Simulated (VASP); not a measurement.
# Hg (Cmce) in VASP: single point with PBE

Aim: the single point of Hg with PBE.

Program: VASP 6.6.1. These are calculated values, not measurements. Logs are shortened: lines on timing, memory, paths and dates and some standing lists are left out, and cuts for length are marked.

## Step 1: The cell of the first run

Symmetry: Cmce, No. 64, orthorhombic system. The conventional cell has a = 5.724 Å, b = 11.164 Å, c = 3.660 Å, α = 90.00°, β = 90.00°, γ = 90.00°. Within 3.7 Å of Hg (site symmetry m) lie 9 Hg at 2.73 to 3.66 Å.

## Step 2: Single point, PBE (strained)

The input, INCAR:

```
SYSTEM = Hg
ALGO = Normal
EDIFF = 1E-6
ENCUT = 500
GGA = PE
GGA_COMPAT = .False.
ISIF = 2
ISMEAR = 0
LASPH = .True.
LCHARG = .False.
LREAL = .False.
LWAVE = .False.
NBANDS = 48
NELM = 120
PREC = Accurate
SIGMA = 0.1
```

The input, KPOINTS:

```
k-points
0
Gamma
  8 8 12
  0 0 0
```

The input, POSCAR:

```
Hg
1.0
    2.8620561968     -5.5818744185      0.0000000000
    2.8620561968      5.5818744185      0.0000000000
    0.0000000000      0.0000000000      3.6598082340
Hg
4
Direct
    0.3778218945      0.6221781055      0.5027265389
    0.8778218945      0.1221781055      0.9972734611
    0.1221781055      0.8778218945      0.0027265389
    0.6221781055      0.3778218945      0.4972734611
```

Potentials or basis: VASP PAW PBE potentials, release 64 (Hg_sv_GW).

The run is started by

```console
$ cat potpaw_PBE.64/Hg_sv_GW/POTCAR > POTCAR
$ mpirun -np 1 vasp_std > vasp.out
```

OUTCAR:

```text
SYSTEM = Hg
   EDIFF = 1E-6
   ENCUT = 500
   GGA = PE
   ISIF = 2
   ISMEAR = 0
   LASPH = .True.
   LREAL = .False.
   NELM = 120
   PREC = Accurate

 ion  position               nearest neighbor table
   1  0.378  0.622  0.503-   4 2.73
   2  0.878  0.122  0.997-   3 2.73
   3  0.122  0.878  0.003-   2 2.73
   4  0.622  0.378  0.497-   1 2.73

  LATTYP: Found a base centered orthorhombic cell.
 ALAT       =     5.7241123936
 B/A-ratio  =     1.9503021725
 C/A-ratio  =     0.6393669415

  Lattice vectors:

 A1 = (   2.8620561968,  -5.5818744185,   0.0000000000)
 A2 = (   2.8620561968,   5.5818744185,   0.0000000000)
 A3 = (   0.0000000000,   0.0000000000,   3.6598082340)

Analysis of symmetry for initial positions (statically):
=====================================================================
 Subroutine PRICEL returns:
 Original cell was already a primitive cell.

 Routine SETGRP: Setting up the symmetry group for a
 base centered orthorhombic supercell.

 Subroutine GETGRP returns: Found  8 space group operations
 (whereof  4 operations were pure point group operations)
 out of a pool of  8 trial point group operations.

The static configuration has the point symmetry C_2h.
 The point group associated with its full space group is D_2h.

Analysis of symmetry for dynamics (positions and initial velocities):
=====================================================================
 Subroutine PRICEL returns:
 Original cell was already a primitive cell.

 Routine SETGRP: Setting up the symmetry group for a
 base centered orthorhombic supercell.

 Subroutine GETGRP returns: Found  8 space group operations
 (whereof  4 operations were pure point group operations)
 out of a pool of  8 trial point group operations.

The dynamic configuration has the point symmetry C_2h.
 The point group associated with its full space group is D_2h.

 Subroutine INISYM returns: Found  8 space group operations
 (whereof  4 operations are pure point group operations),
 and found     1 'primitive' translations

----------------------------------------------------------------------------------------

                                     Primitive cell

  volume of cell :     116.9355

  direct lattice vectors                    reciprocal lattice vectors
     2.862056197 -5.581874418  0.000000000     0.174699575 -0.089575645  0.000000000
     2.862056197  5.581874418  0.000000000     0.174699575  0.089575645  0.000000000
     0.000000000  0.000000000  3.659808234     0.000000000  0.000000000  0.273238360
[... 89 lines left out ...]
   LREAL  =      F    real-space projection
   EDIFFG = 0.1E-04   stopping-criterion for IOM
   NSW    =      0    number of steps for IOM
   IBRION =     -1    ionic relax: 0-MD 1-quasi-New 2-CG
   NFREE  =      0    steps in history (QN), initial steepest desc. (CG)
   ISIF   =      2    stress and relaxation
   ISYM   =      2    0-nonsym 1-usesym 2-fastsym
   POTIM  = 0.5000    time-step for ionic-motion
   TEBEG  =    0.0;   TEEND  =   0.0 temperature during run
   PSTRESS=    0.0 pullay stress
   NELECT =      80.0000    total number of electrons
   NUPDOWN=      -1.0000    fix difference up-down
   EMIN   =  10.00;   EMAX   =-10.00  energy-range for DOS
   EFERMI =   0.00;   METHOD = LEGACY
   ISMEAR =     0;   SIGMA  =   0.10  broadening in eV -4-tet -1-fermi 0-gaus
   EFERMI_NEDOS =   21; number of points for ismear=-14 and -15
   IALGO  =     38    algorithm
   IMIX   =      4    mixing-type and parameters
     AMIX     =   0.40;   BMIX     =  1.00
     AMIX_MAG =   1.60;   BMIX_MAG =  1.00
  volume/ion in A,a.u.               =      29.23       197.28
  Fermi-wavevector in a.u.,A,eV,Ry     =   1.442523  2.725973 28.311977  2.080872
  Thomas-Fermi vector in A             =   2.561033
   LORBIT       =      0    0 simple, 1 ext, 2 COOP (PROOUT), +10 PAW based schemes
   GGA     = PE    functional components
   LHFCALC =     F    Hartree Fock is set to
   AEXX    =    0.0000 exact exchange contribution
   IVDW    =     0    specifies the selected vdW correction
   LEPSILON=     F    determine dielectric tensor
   LRPA    =     F    only Hartree local field effects (RPA)
 non-spin polarized calculation
 Gauss-broadening in eV      SIGMA  =   0.10
  energy-cutoff  :      500.00
  volume of cell :      116.94
 maximum number of plane-waves:      2999
 NGX is ok and might be reduce to    48
   NGX = 23   NGY = 23   NGZ = 13

 number of electron      79.9999997 magnetization

 Free energy of the ion-electron system (eV)
  ---------------------------------------------------
  ext. energy  EPLUGINS =         0.00000000
  ---------------------------------------------------
  free energy    TOTEN  =        -0.42411911 eV

  energy without entropy =       -0.41723488  energy(sigma->0) =       -0.42067700

 E-fermi :   3.9352     XC(G=0): -10.0343

 val. band max:        3.9219180576   @ k =  -0.2500   0.2500   0.0833
 cond. band min:       3.9429874341   @ k =  -0.2500   0.2500   0.1667
 fundamental gap:      0.0210693765
 Fermi energy:         3.9352450406

 k-point     1 :       0.0000    0.0000    0.0000
  band No.  band energies     occupation
      1    -110.6888      2.00000
      2    -110.6884      2.00000
      3    -110.6855      2.00000
      4    -110.6854      2.00000
      5     -59.0960      2.00000
      6     -59.0883      2.00000
[... 1213 lines left out ...]
     47      12.6623      0.00000
     48      12.8815      0.00000

 [... further k-points ...]

------------------------ aborting loop because EDIFF is reached ----------------------------------------

  FORCE on cell =-STRESS in cart. coord.  units (eV):
  Direction    XX          YY          ZZ          XY          YZ          ZX
  --------------------------------------------------------------------------------------
  -------------------------------------------------------------------------------------
  Total       -1.3265830      3.4610045     -1.4461094      0.0000000      0.0000000      0.0000000
  in kB      -18.1760060     47.4205077    -19.8136825      0.0000000      0.0000000      0.0000000
  external PRESSURE =       3.1436064 kB  Pullay stress =       0.0000000 kB

 VOLUME and BASIS-vectors are now :
 -----------------------------------------------------------------------------
  energy-cutoff  :      500.00
  volume of cell :      116.94
      direct lattice vectors                 reciprocal lattice vectors
     2.862056197 -5.581874418  0.000000000     0.174699575 -0.089575645  0.000000000
     2.862056197  5.581874418  0.000000000     0.174699575  0.089575645  0.000000000
     0.000000000  0.000000000  3.659808234     0.000000000  0.000000000  0.273238360

 POSITION                                       TOTAL-FORCE (eV/Angst)
 -----------------------------------------------------------------------------------
      2.86206      1.36397      1.83988         0.000000      1.123788      0.006705
      2.86206     -4.21791      3.64983         0.000000      1.123788     -0.006705
      2.86206      4.21791      0.00998         0.000000     -1.123788      0.006705
      2.86206     -1.36397      1.81993         0.000000     -1.123788     -0.006705
 -----------------------------------------------------------------------------------
    total drift:                                0.000000      0.000000      0.000000

  FREE ENERGIE OF THE ION-ELECTRON SYSTEM (eV)
  ---------------------------------------------------
  free  energy   TOTEN  =        -0.4241191119 eV

  energy  without entropy=       -0.4172348839  energy(sigma->0) =       -0.42067700
```

Wall time 7.4 min (1 thread of Intel Xeon Platinum 8488C (Sapphire Rapids), shared host); peak memory 0.7 GiB.

What came out:

```
Free energy            : -0.4241 eV
Pressure               : 0.3 GPa
Largest force          : 1.124 eV/Å
Band gap on the k mesh : zero (bands 40 and 41 overlap by 1.36 eV)
```

Forces on the atoms (eV/Å):
```
Hg   0.000  1.124  0.007
Hg   0.000  1.124 -0.007
Hg   0.000 -1.124  0.007
Hg   0.000 -1.124 -0.007
```

Stress tensor (GPa, compression positive):
```
-1.82  0.00  0.00
 0.00  4.74  0.00
 0.00  0.00 -1.98
```

Levels at points of the mesh, in eV from the Fermi level:
| k point | band 38 | band 39 | band 40 | band 41 | band 42 | band 43 |
| --- | --- | --- | --- | --- | --- | --- |
| (0.00, 0.00, 0.00) | -1.81 | -1.48 | -1.26 | -0.76 | 0.77 | 0.98 |
| (0.50, 0.00, 0.00) | -5.51 | -2.78 | -2.78 | 3.45 | 3.45 | 5.36 |
| (0.50, 0.50, 0.00) | -5.33 | -2.41 | -0.87 | 2.00 | 2.91 | 3.21 |
| (0.00, 0.00, 0.50) | -4.06 | -0.11 | -0.11 | 1.65 | 1.65 | 3.42 |
| (0.50, 0.00, 0.50) | -2.89 | -1.69 | -1.69 | 0.83 | 0.83 | 1.00 |
| (0.50, 0.50, 0.50) | -3.26 | -2.34 | -2.34 | 1.51 | 1.51 | 3.20 |

Caveat: the cell differs from its parent crystal (strained); spin-orbit coupling is left out, which moves the levels of the heavy elements; forces of over 1 eV/Å act on the atoms, so gaps and moduli don't describe the material at rest.
